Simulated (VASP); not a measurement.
Wanted: the native input for a VASP 6.6.1 run.

```yaml
Task: single point
Functional: LDA
Potentials_or_basis: VASP PAW LDA potentials, release 64 (Ti_sv, Rh_pv)
Cutoff: 500 eV
k_mesh: 6 × 6 × 5, shifted
Occupations: fermi-dirac, width 0.01 eV
Spin: no spin polarisation
Dipole_correction: no
Further_INCAR_settings: ALGO = Normal; EDIFF = 1e-06; NBANDS = 20
```

The structure of TiRh lies in POSCAR:

```
TiRh
1.0
    2.9880000000      0.0000000000      0.0000000000
    0.0000000000      2.9880000000      0.0000000000
    0.0000000000      0.0000000000      3.3500000000
Ti Rh
1 1
Direct
    0.5000000000      0.5000000000      0.5000000000
    0.0000000000      0.0000000000      0.0000000000
```

One way to write it, as run:

INCAR

```
SYSTEM = TiRh
PREC = Accurate
ENCUT = 500
EDIFF = 1E-6
ISMEAR = -1
SIGMA = 0.01
LREAL = .FALSE.
LASPH = .TRUE.
NELM = 120
ALGO = Normal
ISIF = 2
LWAVE = .FALSE.
LCHARG = .FALSE.
GGA = CA
NBANDS = 20
GGA_COMPAT = .FALSE.
```

KPOINTS

```
Automatic mesh
0
Gamma
  6 6 5
  0.5 0.5 0
```

Potentials or basis: VASP PAW LDA potentials, release 64 (Ti_sv, Rh_pv).

Launch:

```bash
$ cat potpaw_LDA.64/Ti_sv/POTCAR potpaw_LDA.64/Rh_pv/POTCAR > POTCAR
$ mpirun -np 1 vasp_std > vasp.out
```

It gave:

```yaml
Pressure: -11.8 GPa
```

Caveat: the k points lie up to 0.38 Å⁻¹ apart.

It took 7.8 s on 1 thread of Intel Xeon 6975P-C, on a shared host, peak memory 0.13 GiB.
